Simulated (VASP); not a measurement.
# LiH (Fm-3m) in VASP: single point with r2SCAN

Aim: the single point of LiH with r2SCAN.

Everything below comes from runs of VASP 6.6.1. Logs are shortened: lines on timing, memory, paths and dates and some standing lists are left out, and cuts for length are marked.

## 1. The cell of the first run

Symmetry: Fm-3m, No. 225, cubic system. The conventional cell has a = 4.065 Å, b = 4.065 Å, c = 4.065 Å, α = 90.00°, β = 90.00°, γ = 90.00°. Li (site symmetry m-3m) has 6 H at 2.03 Å within 2.7 Å. H (site symmetry m-3m) has 6 Li at 2.03 Å within 2.7 Å.

## 2. Single point, r2SCAN

The input, POSCAR:

```
LiH
1.0
    0.0000000000      2.0325000000      2.0325000000
    2.0325000000      0.0000000000      2.0325000000
    2.0325000000      2.0325000000      0.0000000000
Li H
1 1
Direct
    0.0000000000      0.0000000000      0.0000000000
    0.5000000000      0.5000000000      0.5000000000
```

The input, INCAR.step1:

```
SYSTEM = LiH
  PREC = Accurate
  ENCUT = 520
  ISMEAR = 0
  SIGMA = 0.1
  LREAL = .False.
  LASPH = .True.
  NELM = 80
  NBANDS = 9
  GGA = PE
  ALGO = Normal
  EDIFF = 1E-4
  LWAVE = .True.
  LCHARG = .False.
```

The input, INCAR.step2:

```
SYSTEM = LiH
  PREC = Accurate
  ENCUT = 520
  EDIFF = 1E-7
  ISMEAR = 0
  SIGMA = 0.1
  LREAL = .False.
  LASPH = .True.
  NELM = 80
  ALGO = Normal
  ISIF = 2
  LWAVE = .False.
  LCHARG = .True.
  METAGGA = R2SCAN
  LMIXTAU = .True.
  LELF = .True.
  LVHAR = .True.
  NBANDS = 9
  ISTART = 1
```

The input, KPOINTS:

```
regular mesh
0
Gamma
  8 8 8
  0 0 0
```

Potentials or basis: VASP PAW PBE potentials, release 64 (Li_sv, H).

The run is started by

```sh
cat potpaw_PBE.64/Li_sv/POTCAR potpaw_PBE.64/H/POTCAR > POTCAR
cp INCAR.step1 INCAR
mpirun -np 1 vasp_std > vasp.out
cp INCAR.step2 INCAR
mpirun -np 1 vasp_std > vasp.out
```

OUTCAR:

```text
SYSTEM = LiH
   PREC = Accurate
   ENCUT = 520
   EDIFF = 1E-7
   ISMEAR = 0
   LREAL = .False.
   LASPH = .True.
   NELM = 80
   ISIF = 2
   METAGGA = R2SCAN
   ISTART = 1

 ion  position               nearest neighbor table
   1  0.000  0.000  0.000-
   2  0.500  0.500  0.500-

  LATTYP: Found a face centered cubic cell.
 ALAT       =     4.0650000000

  Lattice vectors:

 A1 = (   0.0000000000,   2.0325000000,   2.0325000000)
 A2 = (   2.0325000000,   0.0000000000,   2.0325000000)
 A3 = (   2.0325000000,   2.0325000000,   0.0000000000)

Analysis of symmetry for initial positions (statically):
=====================================================================
 Subroutine PRICEL returns:
 Original cell was already a primitive cell.

 Routine SETGRP: Setting up the symmetry group for a
 face centered cubic supercell.

 Subroutine GETGRP returns: Found 48 space group operations
 (whereof 48 operations were pure point group operations)
 out of a pool of 48 trial point group operations.

The static configuration has the point symmetry O_h .

Analysis of symmetry for dynamics (positions and initial velocities):
=====================================================================
 Subroutine PRICEL returns:
 Original cell was already a primitive cell.

 Routine SETGRP: Setting up the symmetry group for a
 face centered cubic supercell.

 Subroutine GETGRP returns: Found 48 space group operations
 (whereof 48 operations were pure point group operations)
 out of a pool of 48 trial point group operations.

The dynamic configuration has the point symmetry O_h .

 Subroutine INISYM returns: Found 48 space group operations
 (whereof 48 operations are pure point group operations),
 and found     1 'primitive' translations

----------------------------------------------------------------------------------------

                                     Primitive cell

  volume of cell :      16.7927

  direct lattice vectors                    reciprocal lattice vectors
     0.000000000  2.032500000  2.032500000    -0.246002460  0.246002460  0.246002460
     2.032500000  0.000000000  2.032500000     0.246002460 -0.246002460  0.246002460
     2.032500000  2.032500000  0.000000000     0.246002460  0.246002460 -0.246002460

  length of vectors
     2.874389066  2.874389066  2.874389066     0.426088760  0.426088760  0.426088760

[... 78 lines left out ...]
   ENCUT  =  520.0 eV  38.22 Ry    6.18 a.u.   5.34  5.34  5.34*2*pi/ulx,y,z
   NELM   =     80;   NELMIN=  2; NELMDL=  0     # of ELM steps
   EDIFF  = 0.1E-06   stopping-criterion for ELM
   LREAL  =      F    real-space projection
   EDIFFG = 0.1E-05   stopping-criterion for IOM
   NSW    =      0    number of steps for IOM
   IBRION =     -1    ionic relax: 0-MD 1-quasi-New 2-CG
   NFREE  =      0    steps in history (QN), initial steepest desc. (CG)
   ISIF   =      2    stress and relaxation
   ISYM   =      2    0-nonsym 1-usesym 2-fastsym
   POTIM  = 0.5000    time-step for ionic-motion
   TEBEG  =    0.0;   TEEND  =   0.0 temperature during run
   PSTRESS=    0.0 pullay stress
   NELECT =       4.0000    total number of electrons
   NUPDOWN=      -1.0000    fix difference up-down
   EMIN   =  10.00;   EMAX   =-10.00  energy-range for DOS
   EFERMI =   0.00;   METHOD = LEGACY
   ISMEAR =     0;   SIGMA  =   0.10  broadening in eV -4-tet -1-fermi 0-gaus
   EFERMI_NEDOS =   21; number of points for ismear=-14 and -15
   IALGO  =     38    algorithm
   IMIX   =      4    mixing-type and parameters
     AMIX     =   0.40;   BMIX     =  1.00
     AMIX_MAG =   1.60;   BMIX_MAG =  1.00
  volume/ion in A,a.u.               =       8.40        56.66
  Fermi-wavevector in a.u.,A,eV,Ry     =   1.014817  1.917726 14.012000  1.029853
  Thomas-Fermi vector in A             =   2.148066
   LORBIT       =      0    0 simple, 1 ext, 2 COOP (PROOUT), +10 PAW based schemes
   METAGGA = R2SCAN    functional components
   LHFCALC =     F    Hartree Fock is set to
   AEXX    =    0.0000 exact exchange contribution
   IVDW    =     0    specifies the selected vdW correction
   LEPSILON=     F    determine dielectric tensor
   LRPA    =     F    only Hartree local field effects (RPA)
 non-spin polarized calculation
 Gauss-broadening in eV      SIGMA  =   0.10
  energy-cutoff  :      520.00
  volume of cell :       16.79
 maximum number of plane-waves:       469
 NGX is ok and might be reduce to    24
   NGX = 11   NGY = 11   NGZ = 11

 number of electron       3.9999998 magnetization

 Free energy of the ion-electron system (eV)
  ---------------------------------------------------
  ext. energy  EPLUGINS =         0.00000000
  ---------------------------------------------------
  free energy    TOTEN  =        -6.81399330 eV

  energy without entropy =       -6.81399330  energy(sigma->0) =       -6.81399330

 E-fermi :   0.1422     XC(G=0):  -8.6814

 val. band max:       -0.3775365318   @ k =   0.5000   0.5000   0.0000
 cond. band min:       3.2267861881   @ k =   0.5000   0.5000   0.0000
 fundamental gap:      3.6043227198
 Fermi energy:         0.1422061284

 k-point     1 :       0.0000    0.0000    0.0000
  band No.  band energies     occupation
      1     -46.1461      2.00000
      2      -5.6679      2.00000
      3      16.6783      0.00000
      4      18.5551      0.00000
      5      18.5551      0.00000
      6      18.5560      0.00000
      7      22.9265      0.00000
      8      22.9265      0.00000
      9      22.9267      0.00000
[... 265 lines left out ...]
 k-point    24 :      -0.3750    0.2500    0.1250
  band No.  band energies     occupation
      1     -46.1020      2.00000
      2      -2.0020      2.00000
      3       5.3555      0.00000
      4       9.1023      0.00000
      5      13.7468      0.00000
      6      17.1957      0.00000
      7      23.4328      0.00000
      8      26.7532      0.00000
      9      28.2058      0.00000

 [... further k-points ...]
[... 5 lines left out ...]
  --------------------------------------------------------------------------------------
  -------------------------------------------------------------------------------------
  Total       -0.1875909     -0.1875909     -0.1875909     -0.0000000      0.0000000     -0.0000000
  in kB      -17.8978472    -17.8978472    -17.8978472     -0.0000000      0.0000000     -0.0000000
  external PRESSURE =     -17.8978472 kB  Pullay stress =       0.0000000 kB

 VOLUME and BASIS-vectors are now :
 -----------------------------------------------------------------------------
  energy-cutoff  :      520.00
  volume of cell :       16.79
      direct lattice vectors                 reciprocal lattice vectors
     0.000000000  2.032500000  2.032500000    -0.246002460  0.246002460  0.246002460
     2.032500000  0.000000000  2.032500000     0.246002460 -0.246002460  0.246002460
     2.032500000  2.032500000  0.000000000     0.246002460  0.246002460 -0.246002460

 POSITION                                       TOTAL-FORCE (eV/Angst)
 -----------------------------------------------------------------------------------
      0.00000      0.00000      0.00000        -0.000000     -0.000000      0.000000
      2.03250      2.03250      2.03250         0.000000      0.000000     -0.000000
 -----------------------------------------------------------------------------------
    total drift:                                0.000000     -0.000000     -0.000000

  FREE ENERGIE OF THE ION-ELECTRON SYSTEM (eV)
  ---------------------------------------------------
  free  energy   TOTEN  =        -6.8139933034 eV

  energy  without entropy=       -6.8139933034  energy(sigma->0) =       -6.81399330
```

OUTCAR.step1:

```text
SYSTEM = LiH
   PREC = Accurate
   ENCUT = 520
   ISMEAR = 0
   LREAL = .False.
   LASPH = .True.
[... 510 lines left out ...]
      0.00000      0.00000      0.00000         0.000000     -0.000000      0.000000
      2.03250      2.03250      2.03250        -0.000000      0.000000     -0.000000
 -----------------------------------------------------------------------------------
    total drift:                                0.000000     -0.000000     -0.000000

  FREE ENERGIE OF THE ION-ELECTRON SYSTEM (eV)
  ---------------------------------------------------
  free  energy   TOTEN  =        -6.1236923832 eV

  energy  without entropy=       -6.1236923832  energy(sigma->0) =       -6.12369238
```

Wall time 30 s (1 thread of AMD EPYC 7R13 (Zen 3), shared host); peak memory 0.1 GiB.

Results:

* Free energy: -6.8140 eV
* Band gap on the k mesh: 3.60 eV, direct

Caveat: the cutoff is under 1.25 times the usual one of these potentials, so pressure, stress and relaxed cells hold a basis-set (Pulay) error; the PAW data sets were made with another functional, which shifts forces and pressure a little. A k mesh can miss the band edges.
